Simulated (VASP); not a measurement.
# ZrO2 (Fm-3m) in VASP: notebook

The runs below take ZrO2 through single point, relaxation of cell and atoms, with PBE.

All numbers are computed with VASP 6.6.1; they aren't measurements. Logs are shortened: lines on timing, memory, paths and dates and some standing lists are left out, and cuts for length are marked.

## (1) The cell of the first run

It takes space group Fm-3m (No. 225, cubic). Conventional cell: a = 5.075 Å, b = 5.075 Å, c = 5.075 Å, α = 90.00°, β = 90.00°, γ = 90.00°. Within 2.9 Å of Zr (site symmetry m-3m) lie 8 O at 2.20 Å. Within 2.9 Å of O (site symmetry -43m) lie 4 Zr at 2.20 Å and 6 O at 2.54 Å.

## (2) Single point, PBE

INCAR

```
PREC     = Accurate       # precision mode
ENCUT    = 600            # plane-wave cutoff, eV
EDIFF    = 1E-6           # SCF threshold, eV
ISMEAR   = 0              # smearing method
SIGMA    = 0.01           # smearing width, eV
LREAL    = False          # projectors in reciprocal space
LASPH    = True           # aspherical terms in the spheres
NELM     = 120            # most SCF steps
ALGO     = Normal         # electronic algorithm
ISIF     = 2              # what is computed and relaxed
LWAVE    = False          # write WAVECAR
LCHARG   = True           # write CHGCAR
GGA      = PE             # functional
LELF     = True           # ELF
LVHAR    = True         
NBANDS   = 19             # bands
GGA_COMPAT= False
```

KPOINTS

```
Automatic mesh
0
Gamma
  8 8 8
```

POSCAR

```
ZrO2
1.0
    0.0000000000      2.5374505705      2.5374505705
    2.5374505705      0.0000000000      2.5374505705
    2.5374505705      2.5374505705      0.0000000000
Zr O
1 2
Direct
    0.0000000000      0.0000000000      0.0000000000
    0.2500000000      0.2500000000      0.2500000000
    0.7500000000      0.7500000000      0.7500000000
```

Potentials or basis: VASP PAW PBE potentials, release 64 (Zr_sv, O).

Run with:

```bash
$ cat potpaw_PBE.64/Zr_sv/POTCAR potpaw_PBE.64/O/POTCAR > POTCAR
$ mpirun -np 1 vasp_std > vasp.out
```

OUTCAR:

```text
PREC = Accurate
   ENCUT = 600
   EDIFF = 1E-6
   ISMEAR = 0
   LREAL = False
   LASPH = True
   NELM = 120
   ISIF = 2
   GGA = PE

 ion  position               nearest neighbor table
   1  0.000  0.000  0.000-   3 2.20   3 2.20   3 2.20   2 2.20   3 2.20   2 2.20   2 2.20   2 2.20

   2  0.250  0.250  0.250-   1 2.20   1 2.20   1 2.20   1 2.20
   3  0.750  0.750  0.750-   1 2.20   1 2.20   1 2.20   1 2.20

  LATTYP: Found a face centered cubic cell.
 ALAT       =     5.0749011410

  Lattice vectors:

 A1 = (   0.0000000000,   2.5374505705,   2.5374505705)
 A2 = (   2.5374505705,   0.0000000000,   2.5374505705)
 A3 = (   2.5374505705,   2.5374505705,   0.0000000000)

Analysis of symmetry for initial positions (statically):
=====================================================================
 Subroutine PRICEL returns:
 Original cell was already a primitive cell.

 Routine SETGRP: Setting up the symmetry group for a
 face centered cubic supercell.

 Subroutine GETGRP returns: Found 48 space group operations
[... 9 lines left out ...]

 Routine SETGRP: Setting up the symmetry group for a
 face centered cubic supercell.

 Subroutine GETGRP returns: Found 48 space group operations
[... 11 lines left out ...]
                                     Primitive cell

  volume of cell :      32.6755

  direct lattice vectors                    reciprocal lattice vectors
     0.000000000  2.537450570  2.537450570    -0.197048173  0.197048173  0.197048173
     2.537450570  0.000000000  2.537450570     0.197048173 -0.197048173  0.197048173
     2.537450570  2.537450570  0.000000000     0.197048173  0.197048173 -0.197048173

  length of vectors
     3.588497011  3.588497011  3.588497011     0.341297448  0.341297448  0.341297448

  position of ions in fractional coordinates (direct lattice)
     0.000000000  0.000000000  0.000000000
     0.250000000  0.250000000  0.250000000
     0.750000000  0.750000000  0.750000000

  ion indices of the primitive-cell ions
   primitive index   ion index
                 1           1
                 2           2
                 3           3

----------------------------------------------------------------------------------------

 KPOINTS: Automatic mesh

Automatic generation of k-mesh.
 Grid dimensions read from file:
 generate k-points for:    8    8    8

 Generating k-lattice:

  Cartesian coordinates                     Fractional coordinates (reciprocal lattice)
    -0.024631022  0.024631022  0.024631022     0.125000000  0.000000000  0.000000000
     0.024631022 -0.024631022  0.024631022     0.000000000  0.125000000  0.000000000
     0.024631022  0.024631022 -0.024631022     0.000000000  0.000000000  0.125000000

  Length of vectors
     0.042662181  0.042662181  0.042662181

  Shift w.r.t. Gamma in fractional coordinates (k-lattice)
     0.000000000  0.000000000  0.000000000

 Subroutine IBZKPT returns following result:
 ===========================================

 Found     29 irreducible k-points:

 Following reciprocal coordinates:
            Coordinates               Weight
  0.000000  0.000000  0.000000      1.000000
  0.125000  0.000000  0.000000      8.000000
  0.250000  0.000000  0.000000      8.000000
  0.375000  0.000000  0.000000      8.000000
  0.500000  0.000000  0.000000      4.000000
  0.125000  0.125000  0.000000      6.000000
[... 16 lines left out ...]
  0.500000  0.250000  0.125000     48.000000
 -0.375000  0.250000  0.125000     24.000000
 [... further k-points ...]
   k-points           NKPTS =     29   k-points in BZ     NKDIM =     29   number of bands    NBANDS=     19
   number of dos      NEDOS =    301   number of ions     NIONS =      3
   total plane-waves  NPLWV =  27000
   dimension x,y,z NGX =    30 NGY =   30 NGZ =   30
   dimension x,y,z NGXF=    60 NGYF=   60 NGZF=   60
   ions per type =               1   2
   NGX,Y,Z   is equivalent  to a cutoff of  13.90, 13.90, 13.90 a.u.
   NGXF,Y,Z  is equivalent  to a cutoff of  27.80, 27.80, 27.80 a.u.
 SYSTEM =  unknown system
   PREC   = accura    normal or accurate (medium, high low for compatibility)
   ISTART =      0    job   : 0-new  1-cont  2-samecut
   ICHARG =      2    charge: 1-file 2-atom 10-const
   ISPIN  =      1    spin polarized calculation?
   LNONCOLLINEAR =      F non collinear calculations
   LSORBIT =      F    spin-orbit coupling
   LASPH  =      T    aspherical Exc in radial PAW
   ENCUT  =  600.0 eV  44.10 Ry    6.64 a.u.   7.17  7.17  7.17*2*pi/ulx,y,z
   NELM   =    120;   NELMIN=  2; NELMDL= -5     # of ELM steps
   EDIFF  = 0.1E-05   stopping-criterion for ELM
   LREAL  =      F    real-space projection
   EDIFFG = 0.1E-04   stopping-criterion for IOM
   NSW    =      0    number of steps for IOM
   IBRION =     -1    ionic relax: 0-MD 1-quasi-New 2-CG
   NFREE  =      0    steps in history (QN), initial steepest desc. (CG)
   ISIF   =      2    stress and relaxation
   ISYM   =      2    0-nonsym 1-usesym 2-fastsym
[... 73 lines left out ...]
  band No.  band energies     occupation
      1     -40.6984      2.00000
      2     -18.9224      2.00000
      3     -18.5808      2.00000
      4     -18.5808      2.00000
      5     -10.2183      2.00000
      6      -8.7666      2.00000
[... 11 lines left out ...]
     18      16.4948      0.00000
     19      20.7825      0.00000

 k-point     4 :       0.3750    0.0000    0.0000
  band No.  band energies     occupation
      1     -40.6810      2.00000
      2     -19.1615      2.00000
      3     -18.6064      2.00000
      4     -18.6064      2.00000
      5      -9.9574      2.00000
      6      -8.7789      2.00000
[... 11 lines left out ...]
     18      16.7707      0.00000
     19      20.9016      0.00000

 k-point     5 :       0.5000    0.0000    0.0000
  band No.  band energies     occupation
      1     -40.6738      2.00000
      2     -19.2552      2.00000
      3     -18.6168      2.00000
      4     -18.6168      2.00000
      5      -9.9500      2.00000
      6      -8.6669      2.00000
[... 11 lines left out ...]
     18      16.3902      0.00000
     19      21.4685      0.00000

 k-point     6 :       0.1250    0.1250    0.0000
  band No.  band energies     occupation
      1     -40.7133      2.00000
      2     -18.6742      2.00000
      3     -18.5711      2.00000
      4     -18.5711      2.00000
      5     -10.6130      2.00000
      6      -8.5429      2.00000
[... 11 lines left out ...]
     18      16.4946      0.00000
     19      21.5457      0.00000

 k-point     7 :       0.2500    0.1250    0.0000
  band No.  band energies     occupation
      1     -40.6994      2.00000
      2     -18.8677      2.00000
      3     -18.6017      2.00000
      4     -18.6007      2.00000
      5     -10.1950      2.00000
      6      -8.8033      2.00000
[... 11 lines left out ...]
     18      16.4211      0.00000
     19      21.3088      0.00000

 k-point     8 :       0.3750    0.1250    0.0000
  band No.  band energies     occupation
      1     -40.6820      2.00000
      2     -19.0901      2.00000
      3     -18.6505      2.00000
      4     -18.6262      2.00000
      5      -9.8270      2.00000
      6      -8.9222      2.00000
[... 256 lines left out ...]
 k-point    20 :      -0.3750    0.3750    0.0000
  band No.  band energies     occupation
      1     -40.6589      2.00000
      2     -19.1593      2.00000
      3     -18.9123      2.00000
      4     -18.6901      2.00000
      5      -9.3823      2.00000
      6      -8.9313      2.00000
[... 11 lines left out ...]
     18      19.5472      0.00000
     19      22.2361      0.00000

 k-point    21 :       0.5000    0.5000    0.0000
  band No.  band energies     occupation
      1     -40.6576      2.00000
      2     -19.3122      2.00000
      3     -18.7251      2.00000
      4     -18.7251      2.00000
      5      -9.5619      2.00000
      6      -8.7480      2.00000
[... 11 lines left out ...]
     18      20.8991      0.00000
     19      21.0617      0.00000

 k-point    22 :       0.3750    0.2500    0.1250
  band No.  band energies     occupation
      1     -40.6854      2.00000
      2     -19.0039      2.00000
      3     -18.6959      2.00000
      4     -18.6147      2.00000
      5      -9.7774      2.00000
      6      -9.0246      2.00000
[... 11 lines left out ...]
     18      17.1615      0.00000
     19      21.5894      0.00000

 k-point    23 :       0.5000    0.2500    0.1250
  band No.  band energies     occupation
      1     -40.6714      2.00000
      2     -19.1166      2.00000
      3     -18.7913      2.00000
      4     -18.6439      2.00000
      5      -9.5251      2.00000
      6      -9.0369      2.00000
[... 11 lines left out ...]
     18      17.9556      0.00000
     19      21.7737      0.00000

 k-point    24 :      -0.3750    0.2500    0.1250
  band No.  band energies     occupation
      1     -40.6656      2.00000
      2     -19.1588      2.00000
      3     -18.8313      2.00000
      4     -18.6581      2.00000
      5      -9.5428      2.00000
      6      -8.9066      2.00000
[... 11 lines left out ...]
     18      18.0448      0.00000
     19      22.0438      0.00000

 [... further k-points ...]
[... 5 lines left out ...]
  --------------------------------------------------------------------------------------
  -------------------------------------------------------------------------------------
  Total        1.2415669      1.2415669      1.2415669      0.0000000      0.0000000      0.0000000
  in kB       60.8776588     60.8776588     60.8776588      0.0000000      0.0000000      0.0000000
  external PRESSURE =      60.8776588 kB  Pullay stress =       0.0000000 kB

 VOLUME and BASIS-vectors are now :
 -----------------------------------------------------------------------------
  energy-cutoff  :      600.00
  volume of cell :       32.68
      direct lattice vectors                 reciprocal lattice vectors
     0.000000000  2.537450570  2.537450570    -0.197048173  0.197048173  0.197048173
     2.537450570  0.000000000  2.537450570     0.197048173 -0.197048173  0.197048173
     2.537450570  2.537450570  0.000000000     0.197048173  0.197048173 -0.197048173

 POSITION                                       TOTAL-FORCE (eV/Angst)
 -----------------------------------------------------------------------------------
      0.00000      0.00000      0.00000         0.000000     -0.000000      0.000000
      1.26873      1.26873      1.26873        -0.000000     -0.000000     -0.000000
      3.80618      3.80618      3.80618         0.000000      0.000000      0.000000
 -----------------------------------------------------------------------------------
    total drift:                                0.000000     -0.000000      0.000000

  FREE ENERGIE OF THE ION-ELECTRON SYSTEM (eV)
  ---------------------------------------------------
  free  energy   TOTEN  =       -28.5559293655 eV

  energy  without entropy=      -28.5559293655  energy(sigma->0) =      -28.55592937
```

Run time: 24 s. Hardware: 1 thread of Intel Xeon Platinum 8259CL at 2.50GHz (Skylake/Cascade Lake), shared host; peak memory 0.18 GiB.

What came out:

| Quantity | Value |
| --- | --- |
| Free energy | -28.5559 eV |
| Pressure | 6.1 GPa |
| Band gap on the k mesh | 3.38 eV, indirect (least direct gap 3.83 eV) |

Levels at points of the mesh, in eV from the valence-band top:
| k point | band 9 | band 10 | band 11 | band 12 | band 13 | band 14 | band 15 | band 16 |
| --- | --- | --- | --- | --- | --- | --- | --- | --- |
| (0.00, 0.00, 0.00) | -5.28 | -0.53 | -0.53 | -0.53 | 3.38 | 3.38 | 6.65 | 9.48 |
| (0.50, 0.00, 0.00) | -2.54 | -2.48 | -1.65 | -1.65 | 4.03 | 4.03 | 6.17 | 8.56 |
| (0.50, 0.50, 0.00) | -3.16 | -1.52 | -1.52 | 0.00 | 3.83 | 4.79 | 5.91 | 7.36 |

## (3) Single point, PBE

This run uses another cell than the first one, of 11.16 Å³/atom, 1.024 times its volume.

INCAR

```
PREC     = Accurate       # precision mode
ENCUT    = 600            # plane-wave cutoff, eV
EDIFF    = 1E-6           # SCF threshold, eV
ISMEAR   = 0              # smearing method
SIGMA    = 0.01           # smearing width, eV
LREAL    = F              # projectors in reciprocal space
LASPH    = T              # aspherical terms in the spheres
NELM     = 120            # most SCF steps
ALGO     = Normal         # electronic algorithm
ISIF     = 2              # what is computed and relaxed
LWAVE    = F              # write WAVECAR
LCHARG   = F              # write CHGCAR
GGA      = PE             # functional
NBANDS   = 19             # bands
GGA_COMPAT= F
```

KPOINTS is that of step 2.

POSCAR

```
ZrO2
1.0
    0.0000000000      2.5578981950      2.5578981950
    2.5578981950      0.0000000000      2.5578981950
    2.5578981950      2.5578981950      0.0000000000
Zr O
1 2
Direct
    0.0000000000      0.0000000000      0.0000000000
    0.2500000000      0.2500000000      0.2500000000
    0.7500000000      0.7500000000      0.7500000000
```

Potentials or basis: VASP PAW PBE potentials, release 64 (Zr_sv, O).

Run with:

```bash
$ cat potpaw_PBE.64/Zr_sv/POTCAR potpaw_PBE.64/O/POTCAR > POTCAR
$ mpirun -np 1 vasp_std > vasp.out
```

Run time: 23 s. Hardware: 1 thread of Intel Xeon Platinum 8259CL at 2.50GHz (Skylake/Cascade Lake), shared host; peak memory 0.18 GiB.

The run converged. Its results:

| Property | Result |
| --- | --- |
| Free energy | -28.5733 eV |
| Pressure | 0.1 GPa |
| Band gap on the k mesh | 3.31 eV, indirect (least direct gap 3.74 eV) |

Levels at points of the mesh, in eV from the valence-band top:
| k point | band 10 | band 11 | band 12 | band 13 | band 14 | band 15 |
| --- | --- | --- | --- | --- | --- | --- |
| (0.00, 0.00, 0.00) | -0.53 | -0.53 | -0.53 | 3.31 | 3.31 | 6.47 |
| (0.50, 0.00, 0.00) | -2.46 | -1.63 | -1.63 | 3.94 | 3.94 | 5.95 |
| (0.50, 0.50, 0.00) | -1.49 | -1.49 | 0.00 | 3.74 | 4.66 | 5.70 |

A k mesh can miss the band edges. Expect the measured gap to be larger: semilocal functionals such as PBE lack the derivative discontinuity.

## (4) Relaxation of cell and atoms, PBE

This run uses another cell than the first one, of 11.16 Å³/atom, 1.024 times its volume.

INCAR

```
  ALGO = Normal
  EDIFF = 1E-7
  EDIFFG = -0.001
  ENCUT = 600
  GGA = PE
  GGA_COMPAT = F
  IBRION = 2
  ISIF = 3
  ISMEAR = 0
  LASPH = T
  LCHARG = F
  LREAL = F
  LWAVE = F
  NELM = 120
  NELMIN = 4
  NSW = 80
  PREC = Accurate
  SIGMA = 0.01
```

KPOINTS

```
k-points
0
Gamma
  8 8 8
```

POSCAR is that of step 3.

Run with:

```bash
$ cat potpaw_PBE.64/Zr_sv/POTCAR potpaw_PBE.64/O/POTCAR > POTCAR
$ mpirun -np 1 vasp_std > vasp.out
```

It took 42 s on 1 thread of Intel Xeon Platinum 8259CL at 2.50GHz (Skylake/Cascade Lake), shared host; peak memory 0.18 GiB.

Results (log left out):

* Free energy: -28.5733 eV
* Relaxed volume: 11.16 Å³/atom
* Relaxed cell: a = 3.618 Å, b = 3.618 Å, c = 3.618 Å, α = 60.00°, β = 60.00°, γ = 60.00°
* Space group after relaxing (to 0.05 Å): Fm-3m (No. 225)
* Energy gained by relaxing: 0.0 meV/atom
* Ionic steps: 3
* Pressure after relaxing: 0.0 GPa
* Band gap on the k mesh: 3.31 eV, indirect (least direct gap 3.74 eV)

Final structure:
```
CELL_PARAMETERS angstrom
0.00000 2.55818 2.55818
2.55818 0.00000 2.55818
2.55818 2.55818 0.00000
ATOMIC_POSITIONS crystal
Zr 0.00000 0.00000 0.00000
O 0.25000 0.25000 0.25000
O 0.75000 0.75000 0.75000
```

Levels at points of the mesh, in eV from the valence-band top:
| k point | band 8 | band 9 | band 10 | band 11 | band 12 | band 13 | band 14 | band 15 | band 16 |
| --- | --- | --- | --- | --- | --- | --- | --- | --- | --- |
| (0.00, 0.00, 0.00) | -5.14 | -5.14 | -0.53 | -0.53 | -0.53 | 3.31 | 3.31 | 6.47 | 9.18 |
| (0.50, 0.00, 0.00) | -4.14 | -2.50 | -2.46 | -1.63 | -1.63 | 3.93 | 3.93 | 5.95 | 8.30 |
| (0.50, 0.50, 0.00) | -3.12 | -3.12 | -1.49 | -1.49 | 0.00 | 3.74 | 4.66 | 5.69 | 7.15 |

A k mesh can miss the band edges. A hybrid or GW would open this gap; PBE tends to underestimate it.

## (5) Relaxation of cell and atoms, PBE, target pressure 6 GPa, at which the enthalpy is minimised

This run uses another cell than the first one, of 11.16 Å³/atom, 1.024 times its volume.

INCAR

```
SYSTEM = ZrO2
ALGO = Normal
EDIFF = 1E-7
EDIFFG = -0.001
ENCUT = 600
GGA = PE
GGA_COMPAT = .False.
IBRION = 2
ISIF = 3
ISMEAR = 0
LASPH = .True.
LCHARG = .False.
LREAL = .False.
LWAVE = .False.
NELM = 120
NELMIN = 4
NSW = 80
PREC = Accurate
PSTRESS = 60.0
SIGMA = 0.01
```

KPOINTS

```
k-points
0
Gamma
  8 8 8
  0 0 0
```

POSCAR is that of step 4.

Run with:

```bash
$ cat potpaw_PBE.64/Zr_sv/POTCAR potpaw_PBE.64/O/POTCAR > POTCAR
$ mpirun -np 1 vasp_std > vasp.out
```

It took 97 s on 1 thread of Intel Xeon Platinum 8259CL at 2.50GHz (Skylake/Cascade Lake), shared host; peak memory 0.19 GiB.

Results (log left out):

| Property | Result |
| --- | --- |
| Free energy | -28.5587 eV |
| Relaxed volume | 10.89 Å³/atom |
| Relaxed cell | a = 3.589 Å, b = 3.589 Å, c = 3.589 Å, α = 60.00°, β = 60.00°, γ = 60.00° |
| Space group after relaxing (to 0.05 Å) | Fm-3m (No. 225) |
| Energy change on relaxing (the enthalpy is what falls) | +4.9 meV/atom |
| Ionic steps | 6 |
| Pressure after relaxing | 6.0 GPa |
| Band gap on the k mesh | 3.38 eV, indirect (least direct gap 3.83 eV) |

The path:
| step | energy change (eV) | largest force (eV/Å) | pressure (GPa) | volume (Å³) |
| --- | --- | --- | --- | --- |
| 1 | 0.0000 | 0.0000 | 0.08 | 33.47 |
| 2 | 0.0946 | 0.0000 | 16.25 | 31.52 |
| 3 | 0.0144 | 0.0000 | 5.94 | 32.69 |
| 4 | 0.0150 | 0.0000 | 6.06 | 32.68 |
| 5 | 0.0143 | 0.0000 | 5.92 | 32.69 |
| 6 | 0.0147 | 0.0000 | 6.00 | 32.68 |

Final structure:
```
Zr O
1.0
     0.00000    2.53767    2.53767
     2.53767    0.00000    2.53767
     2.53767    2.53767    0.00000
Zr O
1 2
Direct
  0.00000 0.00000 0.00000
  0.25000 0.25000 0.25000
  0.75000 0.75000 0.75000
```

Levels at points of the mesh, in eV from the valence-band top:
```
           k point  band 8  band 9  band 10  band 11  band 12  band 13  band 14  band 15  band 16
(0.00, 0.00, 0.00)   -5.28   -5.28    -0.53    -0.53    -0.53     3.38     3.38     6.65     9.47
(0.50, 0.00, 0.00)   -4.26   -2.54    -2.48    -1.65    -1.65     4.03     4.03     6.17     8.55
(0.50, 0.50, 0.00)   -3.16   -3.16    -1.52    -1.52     0.00     3.83     4.79     5.91     7.36
```

Caveat: the cell is relaxed towards a set pressure, so the enthalpy falls and the energy may rise.

## (6) Overview

```csv
task,cell,gap on the mesh (eV),pressure (GPa)
single point,"a = 3.588 Å, angles 60.0°, 3 atoms",3.38,6.1
single point,"a = 3.617 Å, angles 60.0°, 3 atoms",3.31,0.1
relaxation of cell and atoms,"relaxed from a = 3.617 Å, angles 60.0°, 3 atoms",3.31,0.0
relaxation of cell and atoms,"relaxed to 6 GPa from a = 3.617 Å, angles 60.0°, 3 atoms",3.38,6.0
```

Alike in all rows: level PBE; potentials or basis VASP PAW PBE potentials, release 64 (Zr_sv, O); no spin polarisation; k mesh 8 × 8 × 8; cutoff (eV) 600; smearing gaussian 0.01 eV.

Caveats: the cell is relaxed towards a set pressure, so the enthalpy falls and the energy may rise (some runs).

Absolute energies hang on the potentials; compare differences alone.
